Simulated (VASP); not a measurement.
Runs of VASP 6.6.1 on I. The structure is that of space group I4/mmm (No. 139), or close to it. The cells are those of the table. 

```csv
level,spin,cell,k mesh,cutoff (eV),smearing,grid for exact exchange (PRECFOCK),share of exact exchange,screening parameter,gap on the mesh (eV),pressure (GPa)
PBE-based screened hybrid with 25 % exact exchange,off,"a = 4.840 Å, angles 140.9, 140.9, 56.4°, 1 atom",6 × 6 × 6,520,fermi-dirac 0.05 eV,Normal,0.25,0.3 1/Å,none,-0.7
PBE,off,"a = 4.774 Å, angles 140.9, 140.9, 56.4°, 1 atom",11 × 11 × 11,500,fermi-dirac 0.025 eV,-,-,-,none,1.1
revPBE,"non-collinear, zero start, SOC","a = 4.840 Å, angles 140.9, 140.9, 56.4°, 1 atom",11 × 11 × 11,520,methfessel-paxton 0.1 eV,-,-,-,-,1.3
PBE,off,"a = 4.774 Å, angles 140.9, 140.9, 56.4°, 1 atom",11 × 11 × 11,520,fermi-dirac 0.05 eV,-,-,-,none,(c)
PBE-based screened hybrid with 25 % exact exchange,off,"a = 4.840 Å, angles 140.9, 140.9, 56.4°, 1 atom",6 × 6 × 6,520,fermi-dirac 0.05 eV,Normal,0.25,0.2 1/Å,none,-0.9
PBE-based screened hybrid with 25 % exact exchange,off,"a = 4.840 Å, angles 140.9, 140.9, 56.4°, 1 atom",6 × 6 × 6,520,fermi-dirac 0.05 eV,Normal,0.25,0.4 1/Å,none,(b)
PBE,off,"a = 4.840 Å, angles 140.9, 140.9, 56.4°, 1 atom",11 × 11 × 11,520,fermi-dirac 0.05 eV,-,-,-,none,0.1
PBE,off,"a = 4.903 Å, angles 140.9, 140.9, 56.4°, 1 atom",11 × 11 × 11,520,fermi-dirac 0.05 eV,-,-,-,none,-0.7
PBE,off,"a = 4.811, b = 4.879, c = 4.793 Å, angles 140.9, 140.6, 57.1°, 1 atom",11 × 11 × 11,520,fermi-dirac 0.05 eV,-,-,-,none,0.0
PBE,off,"a = 4.934 Å, angles 140.9, 140.9, 56.4°, 1 atom",11 × 11 × 11,520,fermi-dirac 0.05 eV,-,-,-,none,(a)
```

Alike in all rows: task single point; potentials or basis VASP PAW PBE potentials, release 64 (I).

Q: Estimate the missing entries.

A: (a) -1.0; (b) -0.6; (c) 1.2.

Caveats: spin-orbit coupling is left out, which moves the levels of the heavy elements (at least some runs); an odd number of electrons without spin polarisation forces a metal (at least some runs); a magnetic or distorted state may lie lower (at least some runs); the PAW data sets were made with another functional, which shifts forces and pressure a little (at least some runs).

A k mesh can miss the band edges, and rows without SOC leave out spin-orbit coupling on I.

A gap of «none» marks levels without a gap at the run's occupations.
